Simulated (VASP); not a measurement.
# CoO (P6_3mc) in VASP: further runs

CoO is run at these levels: PBE; tasks: single point.

Program: VASP 6.6.1. These are calculated values, not measurements. Logs are shortened: lines on timing, memory, paths and dates and some standing lists are left out, and cuts for length are marked.

## (1) The cell of the first run

The structure is hexagonal, space group P6_3mc (No. 186). The conventional cell has a = 3.198 Å, b = 3.198 Å, c = 5.229 Å, α = 90.00°, β = 90.00°, γ = 120.00°. Co (site symmetry 3m) has 4 O at 1.91 to 1.98 Å within 2.5 Å. O (site symmetry 3m) has 4 Co at 1.91 to 1.98 Å within 2.5 Å.

## (2) Single point, PBE, collinear spin, antiferromagnetic start

INCAR

```
SYSTEM = CoO
PREC     = Accurate       ! precision mode
ENCUT    = 520            ! plane-wave cutoff, eV
EDIFF    = 1E-6           ! SCF threshold, eV
ISMEAR   = 0              ! smearing method
SIGMA    = 0.01           ! smearing width, eV
LREAL    = .False.        ! projectors in reciprocal space
LASPH    = .True.         ! aspherical terms in the spheres
NELM     = 150            ! most SCF steps
ALGO     = Normal         ! electronic algorithm
ISIF     = 2              ! what is computed and relaxed
LWAVE    = .False.        ! write WAVECAR
LCHARG   = .False.        ! write CHGCAR
ISPIN    = 2              ! spin polarisation
MAGMOM   = -2.32 2.32 0.17 -0.17 ! initial moments
LORBIT   = 11             ! projections on sites
LMAXMIX  = 4              ! l up to which the mixer works
GGA      = PE             ! functional
NBANDS   = 27             ! bands
```

KPOINTS

```
regular mesh
0
Gamma
  12 12 8
  0 0 0
```

POSCAR

```
CoO
1.0
    3.1976457435      0.0000000000      0.0000000000
   -1.5988228718      2.7692424462      0.0000000000
    0.0000000000      0.0000000000      5.2287097100
Co O
2 2
Direct
    0.0000000000      0.0000000000      0.0053186243
    0.3333333333      0.6666666667      0.5053189320
    0.0000000000      0.0000000000      0.3696887729
    0.3333333333      0.6666666667      0.8696746708
```

Potentials or basis: VASP PAW PBE potentials, release 64 (Co, O).

The run is started by

```
cat potpaw_PBE.64/Co/POTCAR potpaw_PBE.64/O/POTCAR > POTCAR
mpirun -np 1 vasp_std > vasp.out
```

OUTCAR:

```text
SYSTEM = CoO
   PREC = Accurate
   ENCUT = 520
   EDIFF = 1E-6
   ISMEAR = 0
   LREAL = .False.
   LASPH = .True.
   NELM = 150
   ISIF = 2
   ISPIN = 2
   LORBIT = 11
   GGA = PE

 ion  position               nearest neighbor table
   1  0.000  0.000  0.005-   3 1.91   4 1.98   4 1.98   4 1.98
   2  0.333  0.667  0.505-   4 1.91   3 1.98   3 1.98   3 1.98
   3  0.000  0.000  0.370-   1 1.91   2 1.98   2 1.98   2 1.98
   4  0.333  0.667  0.870-   2 1.91   1 1.98   1 1.98   1 1.98

  LATTYP: Found a hexagonal cell.
 ALAT       =     3.1976457435
 C/A-ratio  =     1.6351747909

  Lattice vectors:

 A1 = (   3.1976457435,   0.0000000000,   0.0000000000)
 A2 = (  -1.5988228718,   2.7692424462,   0.0000000000)
 A3 = (   0.0000000000,   0.0000000000,   5.2287097100)

Analysis of symmetry for initial positions (statically):
=====================================================================
 Subroutine PRICEL returns:
 Original cell was already a primitive cell.

 Routine SETGRP: Setting up the symmetry group for a
 hexagonal supercell.

 Subroutine GETGRP returns: Found  6 space group operations
 (whereof  6 operations were pure point group operations)
 out of a pool of 24 trial point group operations.

The static configuration has the point symmetry C_3v.

Analysis of symmetry for dynamics (positions and initial velocities):
=====================================================================
 Subroutine PRICEL returns:
 Original cell was already a primitive cell.

 Routine SETGRP: Setting up the symmetry group for a
 hexagonal supercell.

 Subroutine GETGRP returns: Found  6 space group operations
 (whereof  6 operations were pure point group operations)
 out of a pool of 24 trial point group operations.

The dynamic configuration has the point symmetry C_3v.

Analysis of structural, dynamic, and magnetic symmetry:
=====================================================================
 Subroutine PRICEL returns:
 Original cell was already a primitive cell.

 Routine SETGRP: Setting up the symmetry group for a
 hexagonal supercell.

 Subroutine GETGRP returns: Found  6 space group operations
 (whereof  6 operations were pure point group operations)
 out of a pool of 24 trial point group operations.

The overall configuration has the point symmetry C_3v.

 Subroutine INISYM returns: Found  6 space group operations
 (whereof  6 operations are pure point group operations),
 and found     1 'primitive' translations

----------------------------------------------------------------------------------------

                                     Primitive cell

  volume of cell :      46.3005

  direct lattice vectors                    reciprocal lattice vectors
     3.197645743  0.000000000  0.000000000     0.312730077  0.180554794  0.000000000
    -1.598822872  2.769242446  0.000000000     0.000000000  0.361109588  0.000000000
     0.000000000  0.000000000  5.228709710     0.000000000  0.000000000  0.191251773

  length of vectors
     3.197645743  3.197645744  5.228709710     0.361109588  0.361109588  0.191251773

  position of ions in fractional coordinates (direct lattice)
     0.000000000  0.000000000  0.005318624
     0.333333333  0.666666667  0.505318932
     0.000000000  0.000000000  0.369688773
     0.333333333  0.666666667  0.869674671

  ion indices of the primitive-cell ions
   primitive index   ion index
                 1           1
                 2           2
                 3           3
                 4           4

----------------------------------------------------------------------------------------

 KPOINTS: regular mesh

Automatic generation of k-mesh.
 Grid dimensions read from file:
 generate k-points for:   12   12    8

 Generating k-lattice:

  Cartesian coordinates                     Fractional coordinates (reciprocal lattice)
     0.026060840  0.015046233  0.000000000     0.083333333 -0.000000000  0.000000000
     0.000000000  0.030092466  0.000000000     0.000000000  0.083333333  0.000000000
     0.000000000  0.000000000  0.023906472     0.000000000  0.000000000  0.125000000

  Length of vectors
     0.030092466  0.030092466  0.023906472

  Shift w.r.t. Gamma in fractional coordinates (k-lattice)
     0.000000000  0.000000000  0.000000000

 Subroutine IBZKPT returns following result:
 ===========================================

 Found    131 irreducible k-points:

 Following reciprocal coordinates:
            Coordinates               Weight
  0.000000  0.000000  0.000000      1.000000
  0.083333  0.000000  0.000000      6.000000
  0.166667  0.000000  0.000000      6.000000
  0.250000  0.000000  0.000000      6.000000
  0.333333  0.000000  0.000000      6.000000
  0.416667  0.000000  0.000000      6.000000
[... 16 lines left out ...]
  0.166667  0.000000  0.125000      6.000000
  0.000000  0.166667  0.125000      6.000000
 [... further k-points ...]
[... 35 lines left out ...]
   IALGO  =     38    algorithm
   IMIX   =      4    mixing-type and parameters
     AMIX     =   0.40;   BMIX     =  1.00
     AMIX_MAG =   1.60;   BMIX_MAG =  1.00
  volume/ion in A,a.u.               =      11.58        78.11
  Fermi-wavevector in a.u.,A,eV,Ry     =   1.416620  2.677023 27.304329  2.006812
  Thomas-Fermi vector in A             =   2.537935
   LORBIT       =     11    0 simple, 1 ext, 2 COOP (PROOUT), +10 PAW based schemes
   GGA     = PE    functional components
   LHFCALC =     F    Hartree Fock is set to
   AEXX    =    0.0000 exact exchange contribution
   IVDW    =     0    specifies the selected vdW correction
   LEPSILON=     F    determine dielectric tensor
   LRPA    =     F    only Hartree local field effects (RPA)
 spin polarized calculation
 Gauss-broadening in eV      SIGMA  =   0.01
  energy-cutoff  :      520.00
  volume of cell :       46.30
 maximum number of plane-waves:      1272
   NGX = 11   NGY = 11   NGZ = 19

 number of electron      30.0000005 magnetization      -0.0000107

 number of electron      30.0000005 magnetization       0.0000029

 Free energy of the ion-electron system (eV)
  ---------------------------------------------------
  ext. energy  EPLUGINS =         0.00000000
  ---------------------------------------------------
  free energy    TOTEN  =       -26.78336496 eV

  energy without entropy =      -26.78336496  energy(sigma->0) =      -26.78336496

 E-fermi :   6.1752     XC(G=0): -11.1047

 val. band max:        6.0984038045   @ k =   0.3333   0.3333   0.0000
 cond. band min:       6.2462722670   @ k =   0.5000   0.0000   0.0000
 fundamental gap:      0.1478684625
 Fermi energy:         6.1751551719

 spin component 1

 k-point     1 :       0.0000    0.0000    0.0000
  band No.  band energies     occupation
      1     -13.7851      1.00000
      2     -13.0895      1.00000
      3      -0.8184      1.00000
      4       0.2444      1.00000
      5       0.2761      1.00000
      6       0.2761      1.00000
[... 19 lines left out ...]
     26      21.1049      0.00000
     27      22.6601      0.00000
[... 661 lines left out ...]
 k-point    24 :       0.0000    0.1667    0.1250
  band No.  band energies     occupation
      1     -13.6339      1.00000
      2     -13.0481      1.00000
      3      -0.5914      1.00000
      4      -0.0583      1.00000
      5       0.3242      1.00000
      6       0.3561      1.00000
[... 19 lines left out ...]
     26      21.1570      0.00000
     27      21.7935      0.00000

 [... further k-points ...]

 spin component 2

 k-point     1 :       0.0000    0.0000    0.0000
  band No.  band energies     occupation
      1     -13.7852      1.00000
      2     -13.0894      1.00000
      3      -0.8184      1.00000
      4       0.2445      1.00000
      5       0.2762      1.00000
      6       0.2762      1.00000
[... 19 lines left out ...]
     26      21.1050      0.00000
     27      22.6601      0.00000
[... 661 lines left out ...]
 k-point    24 :       0.0000    0.1667    0.1250
  band No.  band energies     occupation
      1     -13.6339      1.00000
      2     -13.0480      1.00000
      3      -0.5805      1.00000
      4      -0.0949      1.00000
      5       0.3543      1.00000
      6       0.3558      1.00000
[... 19 lines left out ...]
     26      21.2128      0.00000
     27      21.8334      0.00000

 [... further k-points ...]
[... 5 lines left out ...]
  --------------------------------------------------------------------------------------
  -------------------------------------------------------------------------------------
  Total       -0.4283039     -0.4283039      0.3157375      0.0000000      0.0000000      0.0000000
  in kB      -14.8209739    -14.8209739     10.9257399      0.0000000      0.0000000      0.0000000
  external PRESSURE =      -6.2387360 kB  Pullay stress =       0.0000000 kB

 VOLUME and BASIS-vectors are now :
 -----------------------------------------------------------------------------
  energy-cutoff  :      520.00
  volume of cell :       46.30
      direct lattice vectors                 reciprocal lattice vectors
     3.197645743  0.000000000  0.000000000     0.312730077  0.180554794  0.000000000
    -1.598822872  2.769242446  0.000000000     0.000000000  0.361109588  0.000000000
     0.000000000  0.000000000  5.228709710     0.000000000  0.000000000  0.191251773

 POSITION                                       TOTAL-FORCE (eV/Angst)
 -----------------------------------------------------------------------------------
      0.00000      0.00000      0.02781         0.000000     -0.000000     -0.009853
     -0.00000      1.84616      2.64217        -0.000000     -0.000000     -0.010283
      0.00000      0.00000      1.93300        -0.000000     -0.000000      0.009558
     -0.00000      1.84616      4.54728         0.000000      0.000000      0.010578
 -----------------------------------------------------------------------------------
    total drift:                               -0.000000     -0.000000     -0.000731

  FREE ENERGIE OF THE ION-ELECTRON SYSTEM (eV)
  ---------------------------------------------------
  free  energy   TOTEN  =       -26.7833649583 eV

  energy  without entropy=      -26.7833649583  energy(sigma->0) =      -26.78336496

 total charge

# of ion       s       p       d       tot
------------------------------------------
    1        0.345   0.430   7.217   7.992
    2        0.345   0.430   7.217   7.992
    3        1.552   3.439   0.000   4.991
    4        1.552   3.439   0.000   4.991
--------------------------------------------------
tot          3.794   7.738  14.433  25.966

 magnetization (x)

# of ion       s       p       d       tot
------------------------------------------
    1       -0.009  -0.042  -2.240  -2.291
    2        0.009   0.042   2.240   2.291
    3        0.011   0.138   0.000   0.149
    4       -0.011  -0.138   0.000  -0.149
--------------------------------------------------
tot          0.000   0.000  -0.000  -0.000
```

Wall time 3.9 min (1 thread of Intel Xeon Platinum 8488C (Sapphire Rapids), shared host); peak memory 0.34 GiB.

What came out:

| Quantity | Value |
| --- | --- |
| Free energy | -26.7834 eV |
| Pressure | -0.6 GPa |
| Largest force | 0.011 eV/Å |
| Band gap on the k mesh | 0.15 eV, indirect (least direct gap 0.24 eV) |
| Net moment | 0.00 μB per cell |
| Site moments | Co -2.29, +2.29; O +0.15, -0.15 μB |
| Valence electrons inside the program's atomic spheres | Co 7.99; O 4.99 |

Forces on the atoms (eV/Å):
```
Co   0.000  0.000 -0.010
Co   0.000  0.000 -0.010
O    0.000  0.000  0.010
O    0.000  0.000  0.011
```

Levels at points of the mesh, in eV from the valence-band top:
Spin up:
| k point | band 11 | band 12 | band 13 | band 14 | band 15 | band 16 | band 17 | band 18 | band 19 | band 20 |
| --- | --- | --- | --- | --- | --- | --- | --- | --- | --- | --- |
| (0.00, 0.00, 0.00) | -1.73 | -1.05 | -1.05 | -0.07 | -0.07 | 0.27 | 1.71 | 2.11 | 2.11 | 5.62 |
| (0.50, 0.00, 0.00) | -1.91 | -1.81 | -1.41 | -0.33 | -0.10 | 0.15 | 0.87 | 1.42 | 5.82 | 6.20 |
| (0.00, 0.00, 0.50) | -1.34 | -1.02 | -1.02 | -0.02 | -0.02 | 0.97 | 1.98 | 1.98 | 2.68 | 3.20 |
| (0.50, 0.00, 0.50) | -1.83 | -1.47 | -1.28 | -0.41 | -0.27 | 0.30 | 1.01 | 1.30 | 5.48 | 5.94 |
Spin down:
```csv
k point,band 11,band 12,band 13,band 14,band 15,band 16,band 17,band 18,band 19,band 20
"(0.00, 0.00, 0.00)",-1.73,-1.05,-1.05,-0.07,-0.07,0.27,1.71,2.11,2.11,5.62
"(0.50, 0.00, 0.00)",-1.91,-1.81,-1.41,-0.33,-0.10,0.15,0.87,1.42,5.82,6.20
"(0.00, 0.00, 0.50)",-1.34,-1.02,-1.02,-0.02,-0.02,0.97,1.98,1.98,2.68,3.20
"(0.50, 0.00, 0.50)",-1.83,-1.47,-1.28,-0.41,-0.27,0.30,1.01,1.30,5.48,5.94
```

A k mesh can miss the band edges.

## (3) Single point, PBE, collinear spin, antiferromagnetic start

This run uses another cell than the first one, of 11.49 Å³/atom, 0.992 times its volume.

INCAR

```
  PREC = Accurate
  ENCUT = 520
  EDIFF = 1E-6
  ISMEAR = 0
  SIGMA = 0.01
  LREAL = False
  LASPH = True
  NELM = 150
  ALGO = Normal
  ISIF = 2
  LWAVE = False
  LCHARG = True
  ISPIN = 2
  MAGMOM = -2.35 2.35 0.17 -0.17
  LORBIT = 11
  LMAXMIX = 4
  GGA = PE
  LELF = True
  LVHAR = True
  NBANDS = 27
```

KPOINTS

```
regular mesh
0
Gamma
  12 12 8
```

POSCAR

```
CoO
1.0
    3.1673863795      0.0000000000      0.0000000000
   -1.5836931898      2.7430370683      0.0000000000
    0.0000000000      0.0000000000      5.2885020427
Co O
2 2
Direct
    0.0000000000      0.0000000000      0.0071360782
    0.3333333333      0.6666666667      0.5071361007
    0.0000000000      0.0000000000      0.3678643002
    0.3333333333      0.6666666667      0.8678645209
```

Potentials or basis: VASP PAW PBE potentials, release 64 (Co, O).

The run is started by

```
cat potpaw_PBE.64/Co/POTCAR potpaw_PBE.64/O/POTCAR > POTCAR
mpirun -np 1 vasp_std > vasp.out
```

Wall time 2.1 min (1 thread of AMD EPYC 9R45 (Zen 5), shared host); peak memory 0.26 GiB.

It converged, with:

| Item | Value |
| --- | --- |
| Free energy | -26.7885 eV |
| Pressure | -0.1 GPa |
| Largest force | 0.005 eV/Å |
| Band gap on the k mesh | 0.14 eV, indirect (least direct gap 0.23 eV) |
| Net moment | 0.00 μB per cell |
| Site moments | Co -2.28, +2.28; O +0.15, -0.15 μB |
| Valence electrons inside the program's atomic spheres | Co 8.00; O 4.99 |

Forces in eV/Å, atoms in the order of the input:
```
Co   0.000  0.000 -0.005
Co   0.000  0.000 -0.005
O    0.000  0.000  0.005
O    0.000  0.000  0.005
```

Stress tensor (GPa, compression positive):
```
-0.08  0.00  0.00
 0.00 -0.08  0.00
 0.00  0.00 -0.16
```

Levels at points of the mesh, in eV from the valence-band top:
Spin up:
| k point | band 12 | band 13 | band 14 | band 15 | band 16 | band 17 | band 18 | band 19 |
| --- | --- | --- | --- | --- | --- | --- | --- | --- |
| (0.00, 0.00, 0.00) | -1.02 | -1.02 | -0.05 | -0.05 | 0.28 | 1.76 | 2.13 | 2.13 |
| (0.50, 0.00, 0.00) | -1.79 | -1.36 | -0.27 | -0.09 | 0.14 | 0.86 | 1.46 | 5.89 |
| (0.00, 0.00, 0.50) | -0.99 | -0.99 | 0.00 | 0.00 | 0.93 | 1.99 | 1.99 | 2.70 |
| (0.50, 0.00, 0.50) | -1.54 | -1.21 | -0.41 | -0.23 | 0.30 | 0.98 | 1.34 | 5.51 |
Spin down:
```tsv
k point	band 13	band 14	band 15	band 16	band 17	band 18
(0.00, 0.00, 0.00)	-1.02	-0.05	-0.05	0.28	1.76	2.13
(0.50, 0.00, 0.00)	-1.36	-0.27	-0.09	0.14	0.86	1.46
(0.00, 0.00, 0.50)	-0.99	0.00	0.00	0.93	1.99	1.99
(0.50, 0.00, 0.50)	-1.21	-0.41	-0.23	0.30	0.98	1.34
```

## (4) Single point, PBE, collinear spin, antiferromagnetic start

This run uses another cell than the first one, of 11.34 Å³/atom, 0.980 times its volume.

INCAR

```
PREC = Accurate
ENCUT = 520
EDIFF = 1E-6
ISMEAR = 0
SIGMA = 0.01
LREAL = False
LASPH = True
NELM = 150
ALGO = Normal
ISIF = 2
LWAVE = False
LCHARG = True
ISPIN = 2
MAGMOM = -2.31 2.31 0.18 -0.18
LORBIT = 11
LMAXMIX = 4
GGA = PE
LELF = True
LVHAR = True
NBANDS = 27
```

KPOINTS

```
Automatic mesh
0
Gamma
  12 12 8
```

POSCAR

```
CoO
1.0
    3.1357125005      0.0000000000      0.0000000000
   -1.5678562502      2.7156066844      0.0000000000
    0.0000000000      0.0000000000      5.3272934904
Co O
2 2
Direct
    0.0000000000      0.0000000000      0.0087621452
    0.3333333333      0.6666666667      0.5087624610
    0.0000000000      0.0000000000      0.3662380951
    0.3333333333      0.6666666667      0.8662382986
```

The run is started by

```
cat potpaw_PBE.64/Co/POTCAR potpaw_PBE.64/O/POTCAR > POTCAR
mpirun -np 1 vasp_std > vasp.out
```

Run time: 3.7 min. Hardware: 1 thread of Oxide Virtual Turin-like, shared host; peak memory 0.26 GiB.

The run converged. Its results:

```yaml
Free_energy: -26.7823 eV
Pressure: 1.1 GPa
Largest_force: 0.006 eV/Å
Band_gap_on_the_k_mesh: 0.10 eV, indirect (least direct gap 0.21 eV)
Net_moment: 0.00 μB per cell
Site_moments: Co -2.26, +2.26; O +0.16, -0.16 μB
Valence_electrons_inside_the_program's_atomic_spheres: Co 8.02; O 5.00
```

Forces in eV/Å, atoms in the order of the input:
```
Co   0.000  0.000 -0.006
Co   0.000  0.000 -0.006
O    0.000  0.000  0.006
O    0.000  0.000  0.006
```

Stress tensor (GPa, compression positive):
```
 1.79  0.00  0.00
 0.00  1.79  0.00
 0.00  0.00 -0.17
```

Levels at points of the mesh, in eV from the valence-band top:
Spin up:
```tsv
k point	band 13	band 14	band 15	band 16	band 17	band 18
(0.00, 0.00, 0.00)	-1.03	-0.06	-0.06	0.27	1.77	2.11
(0.50, 0.00, 0.00)	-1.35	-0.24	-0.11	0.10	0.83	1.48
(0.00, 0.00, 0.50)	-1.00	0.00	0.00	0.85	1.97	1.97
(0.50, 0.00, 0.50)	-1.17	-0.44	-0.21	0.27	0.94	1.34
```
Spin down:
| k point | band 12 | band 13 | band 14 | band 15 | band 16 | band 17 | band 18 | band 19 |
| --- | --- | --- | --- | --- | --- | --- | --- | --- |
| (0.00, 0.00, 0.00) | -1.03 | -1.03 | -0.06 | -0.06 | 0.27 | 1.77 | 2.11 | 2.11 |
| (0.50, 0.00, 0.00) | -1.80 | -1.35 | -0.24 | -0.11 | 0.10 | 0.83 | 1.48 | 5.95 |
| (0.00, 0.00, 0.50) | -1.00 | -1.00 | 0.00 | 0.00 | 0.85 | 1.97 | 1.97 | 2.71 |
| (0.50, 0.00, 0.50) | -1.63 | -1.17 | -0.44 | -0.21 | 0.27 | 0.94 | 1.34 | 5.54 |

A k mesh can miss the band edges.

## (5) Summary

| cell | gap on the mesh (eV) | pressure (GPa) | moment (μB) | largest force (eV/Å) |
| --- | --- | --- | --- | --- |
| a = 3.198, b = 3.198, c = 5.229 Å, angles 90.0, 90.0, 120.0°, 4 atoms | 0.15 | -0.6 | 0.00 | 0.01 |
| a = 3.167, b = 3.167, c = 5.289 Å, angles 90.0, 90.0, 120.0°, 4 atoms | 0.14 | -0.1 | 0.00 | - |
| a = 3.136, b = 3.136, c = 5.327 Å, angles 90.0, 90.0, 120.0°, 4 atoms | 0.10 | 1.1 | 0.00 | 0.01 |

Alike in all rows: task single point; level PBE; potentials or basis VASP PAW PBE potentials, release 64 (Co, O); spin collinear, antiferromagnetic start; k mesh 12 × 12 × 8; cutoff (eV) 520; smearing gaussian 0.01 eV.

Total energies depend on the potentials used, so only differences within one code and one set of settings carry meaning.
